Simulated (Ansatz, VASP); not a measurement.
## Ge3S: VASP beside Ansatz

```xyz
8
Lattice="5.7845 0.0000 0.0000 -2.8922 5.0095 0.0000 0.0000 0.0000 5.3414" Properties=species:S:1:pos:R:3 pbc="T T T"
Ge   -1.9443    3.3676    2.6707
Ge   -0.9480    1.6419    0.0000
Ge    1.9443    3.3676    0.0000
Ge    3.8885    0.0000    2.6707
Ge    0.9480    1.6419    2.6707
Ge    1.8959    0.0000    0.0000
S     2.8922    1.6698    4.0060
S     0.0000    3.3397    1.3353
```

Change from the starting cell: species swapped into the Ni3N type (P6_322, No. 182).

Alike in both runs: task single point; functional PBE; k mesh 3 × 3 × 4; occupations gaussian, width 0.1 eV; no spin polarisation.

```csv
,VASP,Ansatz
version,VASP 6.6.1,Ansatz 0.2.0
potentials or method,"VASP PAW PBE potentials, release 64 (Ge_d, S), cutoff 520 eV","scalar-relativistic, plane waves, PAW"
valence electrons in the cell,96,96
```

```tsv
	VASP	Ansatz	Ansatz less VASP
gap on the k mesh at the Fermi level (eV)	none	none	-
pressure (GPa)	12.9	12.9	-0.02
traceless stress, the component that is largest in VASP (GPa)	-0.94	-0.93	+0.004
rms of the force components (eV/Å)	0.820	0.820	-0.0005
```

Atom by atom the forces differ by 0.000 eV/Å (rms over components). A gap of «none» marks a metal or a gap that the smearing closes. The functional is the same, so the differences come from potentials, cutoffs and numerics.

The k mesh is coarse, so the values compare programs but aren't converged.
